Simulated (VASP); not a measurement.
Write the native input for VASP 6.6.1 that does the following.

- Task: relaxation of cell and atoms
- Functional: revPBE
- Dispersion: D4
- Potentials or basis: VASP PAW PBE potentials, release 64 (Ca_sv, O)
- Cutoff: 600 eV
- k mesh: 10 × 10 × 10
- Occupations: fermi-dirac, width 0.05 eV
- Spin: no spin polarisation
- Dipole correction: no
- Further INCAR settings: ALGO = Normal; EDIFF = 1e-06; IBRION = 2; EDIFFG = -0.01; NSW = 60; ISIF = 3

The structure of CaO lies in POSCAR:

```
CaO
1.0
    0.0000000000      2.4035556960      2.4035556960
    2.4035556960      0.0000000000      2.4035556960
    2.4035556960      2.4035556960      0.0000000000
Ca O
1 1
Direct
    0.0000000000      0.0000000000      0.0000000000
    0.5000000000      0.5000000000      0.5000000000
```

The input as run:

INCAR

```
SYSTEM = CaO
  ALGO = Normal
  EDIFF = 1E-6
  EDIFFG = -0.01
  ENCUT = 600
  GGA = RE
  IBRION = 2
  ISIF = 3
  ISMEAR = -1
  IVDW = 13
  LASPH = .True.
  LCHARG = .False.
  LREAL = .False.
  LWAVE = .False.
  NELM = 80
  NSW = 60
  PREC = Accurate
  SIGMA = 0.05
```

KPOINTS

```
k-points
0
Gamma
  10 10 10
  0 0 0
```

Potentials or basis: VASP PAW PBE potentials, release 64 (Ca_sv, O).

Run with:

```sh
$ cat potpaw_PBE.64/Ca_sv/POTCAR potpaw_PBE.64/O/POTCAR > POTCAR
$ mpirun -np 1 vasp_std > vasp.out
```

Results of the run:

```
Relaxed volume                        : 14.02 Å³/atom
Relaxed cell                          : a = 3.410 Å, b = 3.410 Å, c = 3.410 Å, α = 60.00°, β = 60.00°, γ = 60.00°
Space group after relaxing (to 0.1 Å) : Fm-3m (No. 225)
Energy gained by relaxing             : 0.4 meV/atom
Ionic steps                           : 3
Pressure after relaxing               : 0.0 GPa
Band gap on the k mesh                : 3.72 eV (least direct gap 4.10 eV)
Dispersion energy per atom            : -0.282 eV
```

Caveat: the PAW data sets were made with another functional, which shifts forces and pressure a little.

It took 99 s on 1 thread of Intel Xeon 8259CL (shared host), peak memory 0.18 GiB.
